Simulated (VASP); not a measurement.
Wanted: the native input for a VASP 6.6.1 run.

```yaml
Task: single point
Functional: LDA
Potentials_or_basis: VASP PAW LDA potentials, release 64 (Ga_d, N)
Cutoff: 520 eV
k_mesh: 8 × 8 × 8
Occupations: gaussian, width 0.01 eV
Spin: no spin polarisation
Dipole_correction: no
Further_INCAR_settings: ALGO = Normal; EDIFF = 1e-06; NBANDS = 16
```

The structure of GaN lies in POSCAR:

```
GaN
1.0
    0.0000000000      2.2535000000      2.2535000000
    2.2535000000      0.0000000000      2.2535000000
    2.2535000000      2.2535000000      0.0000000000
Ga N
1 1
Direct
    0.0000000000      0.0000000000      0.0000000000
    0.7500000000      0.7500000000      0.7500000000
```

These files were run (other wordings do the same):

INCAR

```
PREC = Accurate
ENCUT = 520
EDIFF = 1E-6
ISMEAR = 0
SIGMA = 0.01
LREAL = False
LASPH = True
NELM = 60
ALGO = Normal
ISIF = 2
LWAVE = False
LCHARG = False
NBANDS = 16
```

KPOINTS

```
Automatic mesh
0
Gamma
  8 8 8
```

Potentials or basis: VASP PAW LDA potentials, release 64 (Ga_d, N).

Command:

```console
$ cat potpaw_LDA.64/Ga_d/POTCAR potpaw_LDA.64/N/POTCAR > POTCAR
$ mpirun -np 1 vasp_std > vasp.out
```

It gave:

```
Pressure               : -5.5 GPa
Band gap on the k mesh : 1.75 eV, direct
```

It took 3.4 s on 1 thread of Intel(R) Xeon(R) 6975P-C (Granite Rapids), with other jobs on the host, peak memory 0.13 GiB.
